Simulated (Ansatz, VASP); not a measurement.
## One calculation of GePt, two programs

```
CELL_PARAMETERS angstrom
5.73200 0.00000 0.00000
0.00000 3.70100 0.00000
0.00000 0.00000 6.08800
ATOMIC_POSITIONS crystal
Ge 0.80500 0.75000 0.59000
Ge 0.19500 0.25000 0.41000
Ge 0.69500 0.25000 0.09000
Ge 0.30500 0.75000 0.91000
Pt 0.99000 0.75000 0.19500
Pt 0.01000 0.25000 0.80500
Pt 0.51000 0.25000 0.69500
Pt 0.49000 0.75000 0.30500
```

Alike in both runs: task single point; functional LDA; k mesh 4 × 6 × 4; occupations gaussian, width 0.1 eV; no spin polarisation.

|  | VASP | Ansatz |
| --- | --- | --- |
| version | VASP 6.6.1 | Ansatz 0.2.0 |
| potentials or method | VASP PAW LDA potentials, release 64 (Ge_d, Pt), cutoff 520 eV | scalar-relativistic, plane waves, PAW |
| valence electrons in the cell | 96 | 128 |

Ansatz gave:

* gap on the k mesh at the Fermi level (eV): none
* pressure (GPa): -2.9
* traceless stress, the component that is largest in VASP (GPa): -0.49
* rms of the force components (eV/Å): 0.163

Q: Which values does VASP return?

A: gap on the k mesh at the Fermi level (eV): none; pressure (GPa): -2.3; traceless stress, the component that is largest in VASP (GPa): -0.48; rms of the force components (eV/Å): 0.167.

LDA's correlation is that of Perdew and Zunger in VASP and of Perdew and Wang (1992) in Ansatz. Atom by atom the forces differ by 0.009 eV/Å (rms over components). A gap of «none» marks a metal or a gap that the smearing closes. VASP's potentials hold 96 valence electrons a cell and Ansatz's 128, so a difference there can come from the potentials and not from the codes.

Spin-orbit coupling is off throughout.
